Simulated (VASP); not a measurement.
Input of a VASP 6.6.1 run:

File INCAR:

```
  PREC = Accurate
  ENCUT = 520
  EDIFF = 1E-6
  ISMEAR = 0
  SIGMA = 0.1
  LREAL = Auto
  LASPH = T
  NELM = 100
  ALGO = Normal
  ISIF = 2
  LWAVE = F
  LCHARG = T
  GGA = PS
  LELF = T
  LVHAR = T
  NBANDS = 36
```

The input KPOINTS:

```
regular mesh
0
Gamma
  3 3 1
```

POSCAR

```
Al12H3C
1.0
    5.7275650000      0.0000000000      0.0000000000
    2.8637820000      4.9602170000      0.0000000000
    0.0000000000      0.0000000000     15.6765370000
Al C H
12 1 3
Direct
    0.1666666208      0.1666667003      0.0637895984
    0.6666667081      0.1666667003      0.0637895984
    0.1666666712      0.6666665995      0.0637895984
    0.6666667585      0.6666665995      0.0637895984
   -0.1657540754      0.3345363721      0.2103440958
    0.3311971326      0.3342279179      0.2103488800
   -0.1654456729      0.8311815794      0.2103516867
    0.3333383340      0.8333179778      0.2058603249
    0.0076070748     -0.0033661834      0.3504886953
    0.4966324923     -0.0042467900      0.3504992206
   -0.0000345786      0.4999968751      0.3635633303
    0.4957686493      0.5075574315      0.3504863351
    0.0000158145      0.4999900206      0.4926914662
   -0.1087887167      0.3997603331      0.5165747384
    0.2090662087      0.3911651446      0.5165601306
   -0.1001947799      0.7090250285      0.5165716765
```

Potentials or basis: VASP PAW PBE potentials, release 64 (Al, C, H).

Run with:

```console
$ cat potpaw_PBE.64/Al/POTCAR potpaw_PBE.64/C/POTCAR potpaw_PBE.64/H/POTCAR > POTCAR
$ mpirun -np 1 vasp_std > vasp.out
```

**Question.** What does it give for the band gap on the k mesh?

**Answer.** Zero (an odd number of electrons rules out a gap without spin polarisation).

**Question.** Estimate the largest force.

**Answer.** 0.062 eV/Å.

Forces in eV/Å, atoms in the order of the input:
```
Al  -0.001 -0.033 -0.032
Al   0.000  0.000  0.062
Al   0.029  0.015 -0.032
Al  -0.028  0.018 -0.032
Al   0.000 -0.001  0.000
Al   0.001  0.001  0.000
Al  -0.001  0.001  0.000
Al   0.000 -0.001 -0.003
Al  -0.001 -0.005  0.006
Al  -0.004  0.003  0.005
Al   0.000  0.000 -0.013
Al   0.005  0.002  0.006
C    0.000  0.000  0.023
H   -0.004 -0.004  0.003
H    0.005 -0.002  0.003
H   -0.001  0.006  0.003
```

Caveat: the k points lie up to 0.42 Å⁻¹ apart, too coarse for converged energies and pressures of a metal; the PAW data sets were made with another functional, which shifts forces and pressure a little.
